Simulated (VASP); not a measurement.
# AlN in VASP: notebook

Runs on AlN. Level: PBE. Tasks: single point, relaxation of the atoms.

All numbers are computed with VASP 6.6.1; they aren't measurements. Logs are shortened: lines on timing, memory, paths and dates and some standing lists are left out, and cuts for length are marked.

## Step 1: The cell of the first run

Symmetry: P6_3mc, No. 186, hexagonal system. The conventional cell has a = 3.130 Å, b = 3.130 Å, c = 5.018 Å, α = 90.00°, β = 90.00°, γ = 120.00°. Within 2.5 Å of Al (site symmetry 3m) lie 4 N at 1.90 to 1.91 Å. Within 2.5 Å of N (site symmetry 3m) lie 4 Al at 1.90 to 1.91 Å.

## Step 2: Single point, PBE

Input file INCAR:

```
PREC = Accurate
ENCUT = 600
EDIFF = 1E-6
ISMEAR = 0
SIGMA = 0.01
LREAL = False
LASPH = True
NELM = 120
ALGO = Normal
ISIF = 2
LWAVE = False
LCHARG = False
GGA = PE
NBANDS = 36
GGA_COMPAT = False
```

Input file KPOINTS:

```
regular mesh
0
Gamma
  2 2 2
```

Input file POSCAR:

```
AlN
1.0
    0.0000000000      0.0000000000     -5.0180433216
    0.0000000000     -5.4216800222      0.0000000000
   -4.6953126304      2.7108400111      0.0000000000
Al N
6 6
Direct
    0.5007657742      0.3333333333      0.0000000000
    0.5007657742      0.0000000000      0.3333333333
    0.5007657742      0.6666666667      0.6666666667
    0.0007657742      0.3333333333      0.3333333333
    0.0007657742      0.0000000000      0.6666666667
    0.0007657742      0.6666666667      1.0000000000
    0.1192342258      0.3333333333      0.0000000000
    0.1192342258      0.0000000000      0.3333333333
    0.1192342258      0.6666666667      0.6666666667
    0.6192342258      0.3333333333      0.3333333333
    0.6192342258      0.0000000000      0.6666666667
    0.6192342258      0.6666666667      1.0000000000
```

Potentials or basis: VASP PAW PBE potentials, release 64 (Al, N).

Started as:

```console
cat potpaw_PBE.64/Al/POTCAR potpaw_PBE.64/N/POTCAR > POTCAR
mpirun -np 1 vasp_std > vasp.out
```

OUTCAR:

```text
PREC = Accurate
   ENCUT = 600
   EDIFF = 1E-6
   ISMEAR = 0
   LREAL = False
   LASPH = True
   NELM = 120
   ISIF = 2
   GGA = PE

 ion  position               nearest neighbor table
   1  0.501  0.333  0.000-  10 1.90  11 1.90  12 1.90   7 1.91   4 3.09   5 3.09   4 3.09   5 3.09
                             6 3.09   6 3.09   3 3.13   2 3.13   3 3.13   2 3.13   3 3.13   2 3.13
   2  0.501  0.000  0.333-  12 1.90  10 1.90  11 1.90   8 1.91   6 3.09   6 3.09   4 3.09   4 3.09
                             5 3.09   5 3.09   3 3.13   1 3.13   1 3.13   3 3.13   3 3.13   1 3.13
   3  0.501  0.667  0.667-  12 1.90  11 1.90  10 1.90   9 1.91   6 3.09   6 3.09   5 3.09   5 3.09
                             4 3.09   4 3.09   2 3.13   1 3.13   1 3.13   1 3.13   2 3.13   2 3.13
   4  0.001  0.333  0.333-   7 1.90   8 1.90   9 1.90  10 1.91   1 3.09   1 3.09   2 3.09   2 3.09
                             3 3.09   3 3.09   5 3.13   6 3.13   6 3.13   5 3.13   5 3.13   6 3.13
   5  0.001  0.000  0.667-   7 1.90   9 1.90   8 1.90  11 1.91   1 3.09   1 3.09   3 3.09   3 3.09
                             2 3.09   2 3.09   4 3.13   6 3.13   6 3.13   4 3.13   4 3.13   6 3.13
   6  0.001  0.667  0.000-   8 1.90   9 1.90   7 1.90  12 1.91   2 3.09   3 3.09   2 3.09   3 3.09
                             1 3.09   1 3.09   5 3.13   4 3.13   4 3.13   5 3.13   4 3.13   5 3.13
   7  0.119  0.333  0.000-   4 1.90   5 1.90   6 1.90   1 1.91
   8  0.119  0.000  0.333-   6 1.90   4 1.90   5 1.90   2 1.91
   9  0.119  0.667  0.667-   6 1.90   5 1.90   4 1.90   3 1.91
  10  0.619  0.333  0.333-   1 1.90   2 1.90   3 1.90   4 1.91
  11  0.619  0.000  0.667-   1 1.90   3 1.90   2 1.90   5 1.91
  12  0.619  0.667  0.000-   2 1.90   3 1.90   1 1.90   6 1.91

  LATTYP: Found a hexagonal cell.
 ALAT       =     5.4216800222
 C/A-ratio  =     0.9255513607

  Lattice vectors:

 A1 = (   0.0000000000,  -5.4216800222,   0.0000000000)
 A2 = (  -4.6953126304,   2.7108400111,   0.0000000000)
 A3 = (   0.0000000000,   0.0000000000,  -5.0180433216)

Analysis of symmetry for initial positions (statically):
=====================================================================
 Subroutine PRICEL returns following result:

  LATTYP: Found a hexagonal cell.
 ALAT       =     3.1302084200
 C/A-ratio  =     1.6031019818

  Lattice vectors:

 A1 = (   1.5651042104,   2.7108400106,   0.0000000000)
 A2 = (   1.5651042100,  -2.7108400108,   0.0000000000)
 A3 = (   0.0000000000,   0.0000000000,  -5.0180433216)

   3 primitive cells build up your supercell.

 Routine SETGRP: Setting up the symmetry group for a
 hexagonal supercell.

 Subroutine GETGRP returns: Found 12 space group operations
 (whereof  6 operations were pure point group operations)
 out of a pool of 24 trial point group operations.

The static configuration has the point symmetry C_3v.
 The point group associated with its full space group is C_6v.

Analysis of symmetry for dynamics (positions and initial velocities):
=====================================================================
 Subroutine PRICEL returns following result:

  LATTYP: Found a hexagonal cell.
 ALAT       =     3.1302084200
 C/A-ratio  =     1.6031019818

  Lattice vectors:

 A1 = (   1.5651042104,   2.7108400106,   0.0000000000)
 A2 = (   1.5651042100,  -2.7108400108,   0.0000000000)
 A3 = (   0.0000000000,   0.0000000000,  -5.0180433216)

   3 primitive cells build up your supercell.

 Routine SETGRP: Setting up the symmetry group for a
 hexagonal supercell.

 Subroutine GETGRP returns: Found 12 space group operations
 (whereof  6 operations were pure point group operations)
 out of a pool of 24 trial point group operations.

The dynamic configuration has the point symmetry C_3v.
 The point group associated with its full space group is C_6v.

 Subroutine INISYM returns: Found 12 space group operations
 (whereof  6 operations are pure point group operations),
 and found     3 'primitive' translations

----------------------------------------------------------------------------------------

                                     Primitive cell

  volume of cell :      42.5806

  direct lattice vectors                    reciprocal lattice vectors
     1.565104210  2.710840011  0.000000000     0.319467545  0.184444673  0.000000000
     1.565104210 -2.710840011  0.000000000     0.319467545 -0.184444673  0.000000000
     0.000000000  0.000000000 -5.018043322     0.000000000  0.000000000 -0.199280862

  length of vectors
     3.130208420  3.130208420  5.018043322     0.368889346  0.368889346  0.199280862

  position of ions in fractional coordinates (direct lattice)
     0.666666667  0.333333333  0.500765774
     0.333333333  0.666666667  0.000765774
     0.666666667  0.333333333  0.119234226
     0.333333333  0.666666667  0.619234226

  ion indices of the primitive-cell ions
   primitive index   ion index
                 1           1
                 2           4
                 3           7
                 4          10

----------------------------------------------------------------------------------------

 KPOINTS: regular mesh

Automatic generation of k-mesh.
 Grid dimensions read from file:
 generate k-points for:    2    2    2

 Generating k-lattice:

  Cartesian coordinates                     Fractional coordinates (reciprocal lattice)
     0.000000000  0.000000000 -0.099640431     0.500000000  0.000000000  0.000000000
    -0.053244591 -0.092222337  0.000000000     0.000000000  0.500000000  0.000000000
    -0.106489182  0.000000000  0.000000000     0.000000000  0.000000000  0.500000000

  Length of vectors
     0.099640431  0.106489182  0.106489182

  Shift w.r.t. Gamma in fractional coordinates (k-lattice)
     0.000000000  0.000000000  0.000000000

 Subroutine IBZKPT returns following result:
 ===========================================

 Found      4 irreducible k-points:

 Following reciprocal coordinates:
            Coordinates               Weight
  0.000000  0.000000  0.000000      1.000000
  0.500000  0.000000  0.000000      1.000000
  0.000000  0.500000  0.000000      3.000000
  0.500000  0.500000  0.000000      3.000000
   k-points           NKPTS =      4   k-points in BZ     NKDIM =      4   number of bands    NBANDS=     36
   number of dos      NEDOS =    301   number of ions     NIONS =     12
   total plane-waves  NPLWV =  92160
   dimension x,y,z NGX =    40 NGY =   48 NGZ =   48
   dimension x,y,z NGXF=    80 NGYF=   96 NGZF=   96
   ions per type =               6   6
   NGX,Y,Z   is equivalent  to a cutoff of  13.25, 14.72, 14.72 a.u.
   NGXF,Y,Z  is equivalent  to a cutoff of  26.50, 29.44, 29.44 a.u.
 SYSTEM =  unknown system
   PREC   = accura    normal or accurate (medium, high low for compatibility)
   ISTART =      0    job   : 0-new  1-cont  2-samecut
   ICHARG =      2    charge: 1-file 2-atom 10-const
   ISPIN  =      1    spin polarized calculation?
   LNONCOLLINEAR =      F non collinear calculations
   LSORBIT =      F    spin-orbit coupling
   LASPH  =      T    aspherical Exc in radial PAW
   ENCUT  =  600.0 eV  44.10 Ry    6.64 a.u.  10.02 10.83 10.83*2*pi/ulx,y,z
   NELM   =    120;   NELMIN=  2; NELMDL= -5     # of ELM steps
   EDIFF  = 0.1E-05   stopping-criterion for ELM
   LREAL  =      F    real-space projection
   EDIFFG = 0.1E-04   stopping-criterion for IOM
   NSW    =      0    number of steps for IOM
   IBRION =     -1    ionic relax: 0-MD 1-quasi-New 2-CG
   NFREE  =      0    steps in history (QN), initial steepest desc. (CG)
   ISIF   =      2    stress and relaxation
   ISYM   =      2    0-nonsym 1-usesym 2-fastsym
   POTIM  = 0.5000    time-step for ionic-motion
   TEBEG  =    0.0;   TEEND  =   0.0 temperature during run
   PSTRESS=    0.0 pullay stress
   NELECT =      48.0000    total number of electrons
   NUPDOWN=      -1.0000    fix difference up-down
   EMIN   =  10.00;   EMAX   =-10.00  energy-range for DOS
   EFERMI =   0.00;   METHOD = LEGACY
   ISMEAR =     0;   SIGMA  =   0.01  broadening in eV -4-tet -1-fermi 0-gaus
   EFERMI_NEDOS =   21; number of points for ismear=-14 and -15
   IALGO  =     38    algorithm
   IMIX   =      4    mixing-type and parameters
     AMIX     =   0.40;   BMIX     =  1.00
     AMIX_MAG =   1.60;   BMIX_MAG =  1.00
  volume/ion in A,a.u.               =      10.65        71.84
  Fermi-wavevector in a.u.,A,eV,Ry     =   1.181347  2.232423 18.988043  1.395582
  Thomas-Fermi vector in A             =   2.317623
   LORBIT       =      0    0 simple, 1 ext, 2 COOP (PROOUT), +10 PAW based schemes
   GGA     = PE    functional components
   LHFCALC =     F    Hartree Fock is set to
   AEXX    =    0.0000 exact exchange contribution
   IVDW    =     0    specifies the selected vdW correction
   LEPSILON=     F    determine dielectric tensor
   LRPA    =     F    only Hartree local field effects (RPA)
 non-spin polarized calculation
 Gauss-broadening in eV      SIGMA  =   0.01
  energy-cutoff  :      600.00
  volume of cell :      127.74
 maximum number of plane-waves:      4280
   NGX = 21   NGY = 21   NGZ = 21

 number of electron      47.9999992 magnetization

 Free energy of the ion-electron system (eV)
  ---------------------------------------------------
  ext. energy  EPLUGINS =         0.00000000
  ---------------------------------------------------
  free energy    TOTEN  =       -89.29117630 eV

  energy without entropy =      -89.29117630  energy(sigma->0) =      -89.29117630

 E-fermi :   6.0773     XC(G=0): -10.8251

 val. band max:        5.9697402068   @ k =   0.0000   0.0000   0.0000
 cond. band min:      10.0123597269   @ k =   0.0000   0.0000   0.0000
 fundamental gap:      4.0426195201
 Fermi energy:         6.0773166730

 k-point     1 :       0.0000    0.0000    0.0000
  band No.  band energies     occupation
      1      -9.0991      2.00000
      2      -7.0154      2.00000
      3      -6.6676      2.00000
      4      -6.6676      2.00000
      5      -6.6676      2.00000
      6      -6.6676      2.00000
[... 145 lines left out ...]
     35      15.3113      0.00000
     36      15.3113      0.00000

------------------------ aborting loop because EDIFF is reached ----------------------------------------

  FORCE on cell =-STRESS in cart. coord.  units (eV):
  Direction    XX          YY          ZZ          XY          YZ          ZX
  --------------------------------------------------------------------------------------
  -------------------------------------------------------------------------------------
  Total       -0.3512415     -0.3512415     -0.5000589     -0.0000000      0.0000000     -0.0000000
  in kB       -4.4053817     -4.4053817     -6.2718971     -0.0000000      0.0000000     -0.0000000
  external PRESSURE =      -5.0275535 kB  Pullay stress =       0.0000000 kB

 VOLUME and BASIS-vectors are now :
 -----------------------------------------------------------------------------
  energy-cutoff  :      600.00
  volume of cell :      127.74
      direct lattice vectors                 reciprocal lattice vectors
     0.000000000  0.000000000 -5.018043322     0.000000000  0.000000000 -0.199280862
     0.000000000 -5.421680022  0.000000000    -0.106489182 -0.184444673  0.000000000
    -4.695312630  2.710840011  0.000000000    -0.212978363  0.000000000  0.000000000

 POSITION                                       TOTAL-FORCE (eV/Angst)
 -----------------------------------------------------------------------------------
      0.00000     -1.80723     -2.51286        -0.000000     -0.000000     -0.009565
     -1.56510      0.90361     -2.51286         0.000000     -0.000000     -0.009565
     -3.13021     -1.80723     -2.51286        -0.000000      0.000000     -0.009565
     -1.56510     -0.90361     -0.00384        -0.000000      0.000000     -0.009565
     -3.13021      1.80723     -0.00384        -0.000000     -0.000000     -0.009565
      0.00000     -3.61445     -0.00384         0.000000      0.000000     -0.009565
      0.00000     -1.80723     -0.59832        -0.000000     -0.000000      0.009565
     -1.56510      0.90361     -0.59832        -0.000000      0.000000      0.009565
     -3.13021     -1.80723     -0.59832        -0.000000      0.000000      0.009565
     -1.56510     -0.90361     -3.10734         0.000000      0.000000      0.009565
     -3.13021      1.80723     -3.10734        -0.000000     -0.000000      0.009565
      0.00000     -3.61445     -3.10734        -0.000000     -0.000000      0.009565
 -----------------------------------------------------------------------------------
    total drift:                               -0.000001      0.000000      0.001412

  FREE ENERGIE OF THE ION-ELECTRON SYSTEM (eV)
  ---------------------------------------------------
  free  energy   TOTEN  =       -89.2911763046 eV

  energy  without entropy=      -89.2911763046  energy(sigma->0) =      -89.29117630
```

Wall time 18 s (1 thread of Intel Xeon 6975P-C (Granite Rapids), shared host); peak memory 0.27 GiB.

Results:

| Quantity | Value |
| --- | --- |
| Free energy | -89.2912 eV |
| Pressure | -0.5 GPa |
| Largest force | 0.010 eV/Å |
| Band gap on the k mesh | 4.04 eV |

Forces in eV/Å, atoms in the order of the input:
```
Al   0.000  0.000 -0.010
Al   0.000  0.000 -0.010
Al   0.000  0.000 -0.010
Al   0.000  0.000 -0.010
Al   0.000  0.000 -0.010
Al   0.000  0.000 -0.010
N    0.000  0.000  0.010
N    0.000  0.000  0.010
N    0.000  0.000  0.010
N    0.000  0.000  0.010
N    0.000  0.000  0.010
N    0.000  0.000  0.010
```

Caveat: the k points lie up to 0.67 Å⁻¹ apart.

## Step 3: Relaxation of the atoms, PBE (shear of c along a, cell held: +1.5 %)

Input file INCAR:

```
SYSTEM = AlN
PREC     = Accurate       ! precision mode
ENCUT    = 520            ! plane-wave cutoff, eV
EDIFF    = 1E-7           ! SCF threshold, eV
ISMEAR   = 0              ! smearing method
SIGMA    = 0.02           ! smearing width, eV
LREAL    = .FALSE.        ! projectors in reciprocal space
LASPH    = .TRUE.         ! aspherical terms in the spheres
NELM     = 100            ! most SCF steps
ALGO     = Normal         ! electronic algorithm
ISIF     = 2              ! what is computed and relaxed
LWAVE    = .FALSE.        ! write WAVECAR
LCHARG   = .FALSE.        ! write CHGCAR
GGA      = PE             ! functional
IBRION   = 2              ! ionic algorithm
NSW      = 60             ! ionic steps
EDIFFG   = -0.008         ! ionic threshold
```

Input file KPOINTS:

```
Automatic mesh
0
G
  12 12 6
  0 0 0
```

Input file POSCAR:

```
AlN
1.0
    3.1302084198      0.0000000000      0.0000000000
   -1.5651042099      2.7108400106      0.0000000000
    0.0752706498      0.0000000000      5.0180433220
Al N
2 2
Direct
    0.6666666667      0.3333333333      0.4992342259
    0.3333333333      0.6666666667      0.9992342259
    0.6666666667      0.3333333333      0.8807657741
    0.3333333333      0.6666666667      0.3807657741
```

Potentials or basis: VASP PAW PBE potentials, release 64 (Al, N).

Started as:

```console
cat potpaw_PBE.64/Al/POTCAR potpaw_PBE.64/N/POTCAR > POTCAR
mpirun -np 1 vasp_std > vasp.out
```

It took 6.7 min on 1 thread of Oxide Virtual Turin-like, shared host; peak memory 0.2 GiB.

The run converged. Its results:

| Property | Result |
| --- | --- |
| Free energy | -29.7772 eV |
| Energy gained by relaxing | 0.1 meV/atom |
| Ionic steps | 3 |
| Pressure after relaxing | -0.3 GPa |
| Band gap on the k mesh | 4.03 eV, direct |

Stress tensor (GPa, compression positive):
```
-0.35  0.00 -1.68
 0.00 -0.28  0.00
-1.68  0.00 -0.19
```

Step by step:
```
step  energy change (eV)  largest force (eV/Å)  pressure (GPa)
   1              0.0000                0.0731           -0.26
   2             -0.0003                0.0278           -0.28
   3             -0.0004                0.0015           -0.27
```

Final structure:
```
CELL_PARAMETERS angstrom
3.13021 0.00000 0.00000
-1.56510 2.71084 0.00000
0.07527 0.00000 5.01804
ATOMIC_POSITIONS crystal
Al 0.66583 0.33329 0.49926
Al 0.33254 0.66671 0.99926
N 0.66746 0.33328 0.88074
N 0.33418 0.66672 0.38074
```

Levels at points of the mesh, in eV from the valence-band top:
```csv
k point,band 5,band 6,band 7,band 8,band 9,band 10,band 11,band 12
"(0.00, 0.00, 0.00)",-0.85,-0.22,-0.21,0.00,4.03,6.50,10.44,11.02
"(0.50, 0.00, 0.00)",-3.30,-2.06,-1.75,-0.69,5.74,5.76,8.01,10.13
"(0.00, 0.50, 0.00)",-3.30,-2.06,-1.76,-0.69,5.75,5.75,8.00,10.13
"(0.00, 0.00, 0.50)",-0.56,-0.56,-0.52,-0.52,6.30,6.30,10.15,10.15
"(0.50, 0.00, 0.50)",-1.46,-1.45,-1.42,-1.29,5.19,5.27,9.03,9.24
"(0.00, 0.50, 0.50)",-1.46,-1.46,-1.34,-1.34,5.23,5.23,9.13,9.13
```

Caveat: the cell differs from its parent crystal (shear of c along a, cell held: +1.5 %). A k mesh can miss the band edges.
